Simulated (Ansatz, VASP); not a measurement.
**One calculation of NaCl, two programs**

Contents of INCAR:

```
SYSTEM = NaCl
  ALGO = Normal
  EDIFF = 1E-7
  ENCUT = 520
  GGA = PE
  ISIF = 2
  ISMEAR = 0
  LASPH = .TRUE.
  LCHARG = .FALSE.
  LREAL = .FALSE.
  LWAVE = .FALSE.
  NBANDS = 14
  NELM = 100
  PREC = Accurate
  SIGMA = 0.05
```

Contents of KPOINTS:

```
k-points
0
G
  6 6 6
  0 0 0
```

POSCAR

```
NaCl
1.0
    3.4146352500      0.0000000000      0.0000000000
    0.0000000000      3.4146352500      0.0000000000
    0.0000000000      0.0000000000      3.5897447500
Na Cl
1 1
Direct
    0.0000000000      0.0000000000      0.0000000000
    0.5000000000      0.5000000000      0.5000000000
```

Input for Ansatz:

```yaml
crystal:
  lattice:
    - [3.41463525, 0.0, 0.0]
    - [0.0, 3.41463525, 0.0]
    - [0.0, 0.0, 3.58974475]
  atoms:
    - { symbol: Na, position: [0.0, 0.0, 0.0] }
    - { symbol: Cl, position: [0.5, 0.5, 0.5] }
basis:
  ecutwfc: 420
kpoints:
  mp_grid: { grid: [6, 6, 6] }
hamiltonian:
  xc: pbe
scf:
  occupations: { method: gaussian, width: 0.05 }
output:
  forces: true
  stress: true
  eigenvalues: true
```

Change from the starting cell: strain -0.025 along x and y, +0.025 along z, atoms carried along.

Alike in both runs: task single point; functional PBE; k mesh 6 × 6 × 6; occupations gaussian, width 0.05 eV; no spin polarisation.

|  | VASP | Ansatz |
| --- | --- | --- |
| version | VASP 6.6.1 | Ansatz 0.2.0 |
| potentials or method | VASP PAW PBE potentials, release 64 (Na_pv, Cl), cutoff 520 eV | scalar-relativistic, plane waves, PAW |
| valence electrons in the cell | 14 | 16 |

|  | VASP | Ansatz | Ansatz less VASP |
| --- | --- | --- | --- |
| gap on the k mesh at the Fermi level (eV) | 3.92 | 3.92 | -0.001 |
| least direct gap on the mesh (eV) | 4.39 | 4.39 | 0.000 |
| pressure (GPa) | 0.8 | 0.9 | +0.05 |
| traceless stress, the component that is largest in VASP (GPa) | -2.62 | -2.62 | -0.004 |

VASP's potentials hold 14 valence electrons a cell and Ansatz's 16, so a difference there can come from the potentials and not from the codes.
